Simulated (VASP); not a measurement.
# GeSb4Te7 (P-3m1) in VASP: notebook

GeSb4Te7 is run at these levels: PBEsol; tasks: single point.

Program: VASP 6.6.1. These are calculated values, not measurements. Logs are shortened: lines on timing, memory, paths and dates and some standing lists are left out, and cuts for length are marked.

## 1. The cell of the first run

It takes space group P-3m1 (No. 164, trigonal). The conventional cell has a = 4.084 Å, b = 4.084 Å, c = 22.433 Å, α = 90.00°, β = 90.00°, γ = 120.00°. Ge (site symmetry -3m) has 6 Te at 2.85 Å within 3.8 Å. Within 3.9 Å of Sb (site symmetry 3m) lie 6 Te at 2.93 to 3.04 Å. Sb (site symmetry 3m) has 6 Te at 2.93 to 3.05 Å within 3.9 Å. Within 3.9 Å of Te (site symmetry 3m) lie 3 Sb at 2.93 Å and 3 Te at 3.28 Å. Within 3.9 Å of Te (site symmetry 3m) lie 3 Sb at 2.93 Å and 3 Te at 3.28 Å. Within 3.8 Å of Te (site symmetry 3m) lie 3 Ge at 2.85 Å and 3 Sb at 3.05 Å. Te (site symmetry -3m) has 6 Sb at 3.04 Å and 6 Te at 4.08 Å within 4.1 Å.

## 2. Single point, PBEsol (equal strain along all axes, cell held: -4.0 %, then relaxed in part)

INCAR

```
SYSTEM = GeSb4Te7
ALGO     = Fast           ! electronic algorithm
EDIFF    = 1E-6           ! SCF threshold, eV
ENCUT    = 520            ! plane-wave cutoff, eV
GGA      = PS             ! functional
ISIF     = 2              ! what is computed and relaxed
ISMEAR   = 0              ! smearing method
LASPH    = .TRUE.         ! aspherical terms in the spheres
LCHARG   = .TRUE.         ! write CHGCAR
LELF     = .TRUE.         ! ELF
LREAL    = .FALSE.        ! projectors in reciprocal space
LVHAR    = .TRUE.       
LWAVE    = .FALSE.        ! write WAVECAR
NBANDS   = 50             ! bands
NELM     = 80             ! most SCF steps
PREC     = Accurate       ! precision mode
SIGMA    = 0.1            ! smearing width, eV
```

KPOINTS

```
k-points
0
G
  12 12 2
  0 0 0
```

POSCAR

```
GeSb4Te7
1.0
    4.0844549271      0.0000000000      0.0000000000
   -2.0422274636      3.5372417275      0.0000000000
    0.0000000000      0.0000000000     22.4329168553
Ge Sb Te
1 4 7
Direct
    0.0000000000      0.0000000000      0.5000000000
    0.6666666667      0.3333333333      0.9142923983
    0.3333333333      0.6666666667      0.3424445203
    0.3333333333      0.6666666667      0.0857076017
    0.6666666667      0.3333333333      0.6575554797
    0.3333333333      0.6666666667      0.8367569819
    0.6666666667      0.3333333333      0.1632430181
    0.0000000000      0.0000000000      0.7349011888
    0.6666666667      0.3333333333      0.4286992581
    0.3333333333      0.6666666667      0.5713007419
    0.0000000000      0.0000000000      0.0000000000
    0.0000000000      0.0000000000      0.2650988112
```

Potentials or basis: VASP PAW PBE potentials, release 64 (Ge_d, Sb, Te).

The run is started by

```sh
> cat potpaw_PBE.64/Ge_d/POTCAR potpaw_PBE.64/Sb/POTCAR potpaw_PBE.64/Te/POTCAR > POTCAR
> mpirun -np 1 vasp_std > vasp.out
```

OUTCAR:

```text
SYSTEM = GeSb4Te7
   EDIFF = 1E-6
   ENCUT = 520
   GGA = PS
   ISIF = 2
   ISMEAR = 0
   LASPH = .TRUE.
   LREAL = .FALSE.
   NELM = 80
   PREC = Accurate

 ion  position               nearest neighbor table
   1  0.000  0.000  0.500-   9 2.85  10 2.85   9 2.85  10 2.85   9 2.85  10 2.85
   2  0.667  0.333  0.914-   6 2.93   6 2.93   6 2.93  11 3.04  11 3.04  11 3.04
   3  0.333  0.667  0.342-  12 2.93  12 2.93  12 2.93   9 3.05   9 3.05   9 3.05
   4  0.333  0.667  0.086-   7 2.93   7 2.93   7 2.93  11 3.04  11 3.04  11 3.04
   5  0.667  0.333  0.658-   8 2.93   8 2.93   8 2.93  10 3.05  10 3.05  10 3.05
   6  0.333  0.667  0.837-   2 2.93   2 2.93   2 2.93   8 3.28   8 3.28   8 3.28
   7  0.667  0.333  0.163-   4 2.93   4 2.93   4 2.93  12 3.28  12 3.28  12 3.28
   8  0.000  0.000  0.735-   5 2.93   5 2.93   5 2.93   6 3.28   6 3.28   6 3.28
   9  0.667  0.333  0.429-   1 2.85   1 2.85   1 2.85   3 3.05   3 3.05   3 3.05
  10  0.333  0.667  0.571-   1 2.85   1 2.85   1 2.85   5 3.05   5 3.05   5 3.05
  11  0.000  0.000  0.000-   2 3.04   4 3.04   2 3.04   4 3.04   2 3.04   4 3.04
  12  0.000  0.000  0.265-   3 2.93   3 2.93   3 2.93   7 3.28   7 3.28   7 3.28

  LATTYP: Found a hexagonal cell.
 ALAT       =     4.0844549271
 C/A-ratio  =     5.4922669623

  Lattice vectors:

 A1 = (   4.0844549271,   0.0000000000,   0.0000000000)
 A2 = (  -2.0422274636,   3.5372417275,   0.0000000000)
 A3 = (   0.0000000000,   0.0000000000,  22.4329168553)

Analysis of symmetry for initial positions (statically):
=====================================================================
 Subroutine PRICEL returns:
 Original cell was already a primitive cell.

 Routine SETGRP: Setting up the symmetry group for a
 hexagonal supercell.

 Subroutine GETGRP returns: Found 12 space group operations
 (whereof 12 operations were pure point group operations)
 out of a pool of 24 trial point group operations.

The static configuration has the point symmetry D_3d.

Analysis of symmetry for dynamics (positions and initial velocities):
=====================================================================
 Subroutine PRICEL returns:
 Original cell was already a primitive cell.

 Routine SETGRP: Setting up the symmetry group for a
 hexagonal supercell.

 Subroutine GETGRP returns: Found 12 space group operations
 (whereof 12 operations were pure point group operations)
 out of a pool of 24 trial point group operations.

The dynamic configuration has the point symmetry D_3d.

 Subroutine INISYM returns: Found 12 space group operations
 (whereof 12 operations are pure point group operations),
 and found     1 'primitive' translations

----------------------------------------------------------------------------------------

                                     Primitive cell

  volume of cell :     324.1042

  direct lattice vectors                    reciprocal lattice vectors
     4.084454927  0.000000000  0.000000000     0.244830710  0.141353076  0.000000000
    -2.042227464  3.537241728  0.000000000     0.000000000  0.282706153  0.000000000
     0.000000000  0.000000000 22.432916855     0.000000000  0.000000000  0.044577351

  length of vectors
     4.084454927  4.084454927 22.432916855     0.282706153  0.282706153  0.044577351

  position of ions in fractional coordinates (direct lattice)
     0.000000000  0.000000000  0.500000000
     0.666666667  0.333333333  0.914292398
     0.333333333  0.666666667  0.342444520
     0.333333333  0.666666667  0.085707602
     0.666666667  0.333333333  0.657555480
     0.333333333  0.666666667  0.836756982
     0.666666667  0.333333333  0.163243018
     0.000000000  0.000000000  0.734901189
     0.666666667  0.333333333  0.428699258
     0.333333333  0.666666667  0.571300742
     0.000000000  0.000000000  0.000000000
     0.000000000  0.000000000  0.265098811

  ion indices of the primitive-cell ions
   primitive index   ion index
                 1           1
                 2           2
                 3           3
                 4           4
                 5           5
                 6           6
                 7           7
                 8           8
                 9           9
                10          10
                11          11
                12          12

----------------------------------------------------------------------------------------

 KPOINTS: k-points

Automatic generation of k-mesh.
 Grid dimensions read from file:
 generate k-points for:   12   12    2

 Generating k-lattice:

  Cartesian coordinates                     Fractional coordinates (reciprocal lattice)
     0.020402559  0.011779423  0.000000000     0.083333333  0.000000000  0.000000000
     0.000000000  0.023558846  0.000000000     0.000000000  0.083333333  0.000000000
     0.000000000  0.000000000  0.022288675     0.000000000  0.000000000  0.500000000

  Length of vectors
     0.023558846  0.023558846  0.022288675

  Shift w.r.t. Gamma in fractional coordinates (k-lattice)
     0.000000000  0.000000000  0.000000000

 Subroutine IBZKPT returns following result:
 ===========================================

 Found     38 irreducible k-points:

 Following reciprocal coordinates:
            Coordinates               Weight
  0.000000  0.000000  0.000000      1.000000
  0.083333  0.000000  0.000000      6.000000
  0.166667  0.000000  0.000000      6.000000
  0.250000  0.000000  0.000000      6.000000
  0.333333 -0.000000  0.000000      6.000000
  0.416667  0.000000  0.000000      6.000000
[... 16 lines left out ...]
  0.250000  0.000000  0.500000      6.000000
  0.333333 -0.000000  0.500000      6.000000
 [... further k-points ...]
   k-points           NKPTS =     38   k-points in BZ     NKDIM =     38   number of bands    NBANDS=     50
   number of dos      NEDOS =    301   number of ions     NIONS =     12
   total plane-waves  NPLWV = 151200
   dimension x,y,z NGX =    30 NGY =   30 NGZ =  168
   dimension x,y,z NGXF=    60 NGYF=   60 NGZF=  336
   ions per type =               1   4   7
   NGX,Y,Z   is equivalent  to a cutoff of  12.21, 12.21, 12.45 a.u.
   NGXF,Y,Z  is equivalent  to a cutoff of  24.42, 24.42, 24.90 a.u.
 SYSTEM =  GeSb4Te7
   PREC   = accura    normal or accurate (medium, high low for compatibility)
   ISTART =      0    job   : 0-new  1-cont  2-samecut
   ICHARG =      2    charge: 1-file 2-atom 10-const
   ISPIN  =      1    spin polarized calculation?
   LNONCOLLINEAR =      F non collinear calculations
   LSORBIT =      F    spin-orbit coupling
   LASPH  =      T    aspherical Exc in radial PAW
   ENCUT  =  520.0 eV  38.22 Ry    6.18 a.u.   7.59  7.59 41.71*2*pi/ulx,y,z
   NELM   =     80;   NELMIN=  2; NELMDL= -5     # of ELM steps
   EDIFF  = 0.1E-05   stopping-criterion for ELM
   LREAL  =      F    real-space projection
[... 7 lines left out ...]
   TEBEG  =    0.0;   TEEND  =   0.0 temperature during run
   PSTRESS=    0.0 pullay stress
   NELECT =      76.0000    total number of electrons
   NUPDOWN=      -1.0000    fix difference up-down
   EMIN   =  10.00;   EMAX   =-10.00  energy-range for DOS
   EFERMI =   0.00;   METHOD = LEGACY
   ISMEAR =     0;   SIGMA  =   0.10  broadening in eV -4-tet -1-fermi 0-gaus
   EFERMI_NEDOS =   21; number of points for ismear=-14 and -15
   IALGO  =     68    algorithm
   IMIX   =      4    mixing-type and parameters
     AMIX     =   0.40;   BMIX     =  1.00
     AMIX_MAG =   1.60;   BMIX_MAG =  1.00
  volume/ion in A,a.u.               =      27.01       182.26
  Fermi-wavevector in a.u.,A,eV,Ry     =   1.009527  1.907729 13.866299  1.019144
  Thomas-Fermi vector in A             =   2.142460
   LORBIT       =      0    0 simple, 1 ext, 2 COOP (PROOUT), +10 PAW based schemes
   GGA     = PS    functional components
   LHFCALC =     F    Hartree Fock is set to
   AEXX    =    0.0000 exact exchange contribution
   IVDW    =     0    specifies the selected vdW correction
   LEPSILON=     F    determine dielectric tensor
   LRPA    =     F    only Hartree local field effects (RPA)
 non-spin polarized calculation
 RMM-DIIS sequential band-by-band and
 Gauss-broadening in eV      SIGMA  =   0.10
  energy-cutoff  :      520.00
  volume of cell :      324.10
 maximum number of plane-waves:      8789
   NGX = 15   NGY = 15   NGZ = 83

 number of electron      75.9999980 magnetization

 Free energy of the ion-electron system (eV)
  ---------------------------------------------------
  ext. energy  EPLUGINS =         0.00000000
  ---------------------------------------------------
  free energy    TOTEN  =       -48.42998156 eV

  energy without entropy =      -48.42456107  energy(sigma->0) =      -48.42727132

 E-fermi :   8.4527     XC(G=0): -10.1770

 val. band max:        8.4062759353   @ k =   0.0833   0.0000   0.5000
 cond. band min:       8.4598075936   @ k =   0.0000   0.0000   0.0000
 fundamental gap:      0.0535316583
 Fermi energy:         8.4527162618

 k-point     1 :       0.0000    0.0000    0.0000
  band No.  band energies     occupation
      1     -16.5408      2.00000
      2     -16.5408      2.00000
      3     -16.5294      2.00000
      4     -16.5268      2.00000
      5     -16.5268      2.00000
      6      -6.0266      2.00000
[... 42 lines left out ...]
     49      10.0456      0.00000
     50      10.8001      0.00000

 k-point     2 :       0.0833    0.0000    0.0000
  band No.  band energies     occupation
      1     -16.5411      2.00000
      2     -16.5406      2.00000
      3     -16.5292      2.00000
      4     -16.5269      2.00000
      5     -16.5266      2.00000
      6      -5.9531      2.00000
[... 42 lines left out ...]
     49      10.4391      0.00000
     50      11.0580      0.00000

 k-point     3 :       0.1667    0.0000    0.0000
  band No.  band energies     occupation
      1     -16.5421      2.00000
      2     -16.5403      2.00000
      3     -16.5287      2.00000
      4     -16.5270      2.00000
      5     -16.5262      2.00000
      6      -5.7344      2.00000
[... 42 lines left out ...]
     49      10.9087      0.00000
     50      11.2829      0.00000

 k-point     4 :       0.2500    0.0000    0.0000
  band No.  band energies     occupation
      1     -16.5435      2.00000
      2     -16.5399      2.00000
      3     -16.5284      2.00000
      4     -16.5268      2.00000
      5     -16.5255      2.00000
      6      -5.3772      2.00000
[... 999 lines left out ...]
 k-point    23 :       0.2500    0.0000    0.5000
  band No.  band energies     occupation
      1     -16.5435      2.00000
      2     -16.5399      2.00000
      3     -16.5284      2.00000
      4     -16.5268      2.00000
      5     -16.5255      2.00000
      6      -5.3182      2.00000
[... 42 lines left out ...]
     49      11.1314      0.00000
     50      11.3846      0.00000

 k-point    24 :       0.3333   -0.0000    0.5000
  band No.  band energies     occupation
      1     -16.5449      2.00000
      2     -16.5396      2.00000
      3     -16.5285      2.00000
      4     -16.5262      2.00000
      5     -16.5247      2.00000
      6      -4.8492      2.00000
[... 42 lines left out ...]
     49      11.0611      0.00000
     50      11.3514      0.00000

 [... further k-points ...]

------------------------ aborting loop because EDIFF is reached ----------------------------------------

  FORCE on cell =-STRESS in cart. coord.  units (eV):
  Direction    XX          YY          ZZ          XY          YZ          ZX
  --------------------------------------------------------------------------------------
  -------------------------------------------------------------------------------------
  Total       14.9972570     14.9972570     15.2439947     -0.0000000     -0.0000000     -0.0000000
  in kB       74.1374806     74.1374806     75.3572040     -0.0000000     -0.0000000     -0.0000000
  external PRESSURE =      74.5440550 kB  Pullay stress =       0.0000000 kB

 VOLUME and BASIS-vectors are now :
 -----------------------------------------------------------------------------
  energy-cutoff  :      520.00
  volume of cell :      324.10
      direct lattice vectors                 reciprocal lattice vectors
     4.084454927  0.000000000  0.000000000     0.244830710  0.141353076  0.000000000
    -2.042227464  3.537241728  0.000000000     0.000000000  0.282706153  0.000000000
     0.000000000  0.000000000 22.432916855     0.000000000  0.000000000  0.044577351

 POSITION                                       TOTAL-FORCE (eV/Angst)
 -----------------------------------------------------------------------------------
      0.00000      0.00000     11.21646         0.000000      0.000000      0.000000
      2.04223      1.17908     20.51025         0.000000      0.000000      0.035301
     -0.00000      2.35816      7.68203         0.000000     -0.000000      0.036085
     -0.00000      2.35816      1.92267        -0.000000     -0.000000     -0.035301
      2.04223      1.17908     14.75089        -0.000000      0.000000     -0.036085
     -0.00000      2.35816     18.77090        -0.000000     -0.000000     -0.048577
      2.04223      1.17908      3.66202         0.000000      0.000000      0.048577
      0.00000      0.00000     16.48598        -0.000000      0.000000      0.048832
      2.04223      1.17908      9.61697         0.000000     -0.000000     -0.001525
     -0.00000      2.35816     12.81594        -0.000000      0.000000      0.001525
      0.00000      0.00000      0.00000         0.000000      0.000000      0.000000
      0.00000      0.00000      5.94694         0.000000     -0.000000     -0.048832
 -----------------------------------------------------------------------------------
    total drift:                                0.000000      0.000000      0.000000

  FREE ENERGIE OF THE ION-ELECTRON SYSTEM (eV)
  ---------------------------------------------------
  free  energy   TOTEN  =       -48.4299815582 eV

  energy  without entropy=      -48.4245610733  energy(sigma->0) =      -48.42727132
```

Run time: 18 min. Hardware: 1 thread of Oxide Virtual Turin-like, shared host; peak memory 0.71 GiB.

What came out:

- Free energy: -48.4300 eV
- Pressure: 7.5 GPa
- Largest force: 0.049 eV/Å
- Band gap on the k mesh: zero (bands 38 and 39 overlap by 0.13 eV)

Forces on the atoms (eV/Å):
```
Ge   0.000  0.000  0.000
Sb   0.000  0.000  0.035
Sb   0.000  0.000  0.036
Sb   0.000  0.000 -0.035
Sb   0.000  0.000 -0.036
Te   0.000  0.000 -0.049
Te   0.000  0.000  0.049
Te   0.000  0.000  0.049
Te   0.000  0.000 -0.002
Te   0.000  0.000  0.002
Te   0.000  0.000  0.000
Te   0.000  0.000 -0.049
```

Stress tensor (GPa, compression positive):
```
7.41 0.00 0.00
0.00 7.41 0.00
0.00 0.00 7.54
```

Caveat: the cell differs from its parent crystal (equal strain along all axes, cell held: -4.0 %, then relaxed in part); the cell stands under pressure; the PAW data sets were made with another functional, which shifts forces and pressure a little; spin-orbit coupling is left out, which moves the levels of the heavy elements.

[end of part 1 of 2]

The gap in the log of VASP goes by the Fermi energy; the results here count the filled bands.